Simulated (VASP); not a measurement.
A run of VASP 6.6.1:

The input POSCAR:

```
PH2RhO2
1.0
    5.5057000000      0.1472480000      0.0300490000
    0.0851650000      3.2265150000     -0.0308110000
   -1.6067730000     -0.0980500000      5.5877690000
Rh P O H
2 2 4 4
Direct
    0.2876340000      0.2508240000      0.1145440000
    0.7153530000      0.7531040000      0.8877150000
    0.2277460000      0.7449360000      0.4199000000
    0.7742280000      0.2464790000      0.5690900000
    0.1085030000      0.7512780000      0.9113530000
    0.8969170000      0.2519720000      0.0980880000
    0.5466670000      0.7443690000      0.1645840000
    0.4513890000      0.2391480000      0.8414910000
    0.1323840000      0.7597010000      0.7705770000
    0.8699620000      0.2460730000      0.2365850000
    0.6501220000      0.7508100000      0.3010470000
    0.3411310000      0.2495920000      0.7009270000
```

File INCAR.step1:

```
PREC = Accurate
ENCUT = 520
ISMEAR = -5
SIGMA = 0.1
LREAL = False
LASPH = True
NELM = 100
LMAXMIX = 4
NBANDS = 46
GGA = PE
ALGO = Normal
EDIFF = 1E-4
LWAVE = True
LCHARG = False
```

Contents of INCAR.step2:

```
PREC = Accurate
ENCUT = 520
EDIFF = 1E-6
ISMEAR = -1
SIGMA = 0.1
LREAL = False
LASPH = True
NELM = 100
ALGO = Normal
ISIF = 2
LWAVE = False
LCHARG = False
LMAXMIX = 4
METAGGA = R2SCAN
LMIXTAU = True
LORBIT = 10
NBANDS = 46
ISTART = 1
```

KPOINTS

```
Automatic mesh
0
Gamma
  4 6 3
  0 0 0.5
```

Potentials or basis: VASP PAW PBE potentials, release 64 (Rh_pv, P, O, H).

Run with:

```console
$ cat potpaw_PBE.64/Rh_pv/POTCAR potpaw_PBE.64/P/POTCAR potpaw_PBE.64/O/POTCAR potpaw_PBE.64/H/POTCAR > POTCAR
$ cp INCAR.step1 INCAR
$ mpirun -np 1 vasp_std > vasp.out
$ cp INCAR.step2 INCAR
$ mpirun -np 1 vasp_std > vasp.out
```

Hardware: 1 thread of AMD EPYC 7R13 Processor (Zen 3), on a shared host.

Task: How long does it take, and how much memory?

Result: It took 7.4 min on 1 thread of AMD EPYC 7R13 Processor (Zen 3), with other jobs on the host, peak memory 0.28 GiB. Counts: k points 38.
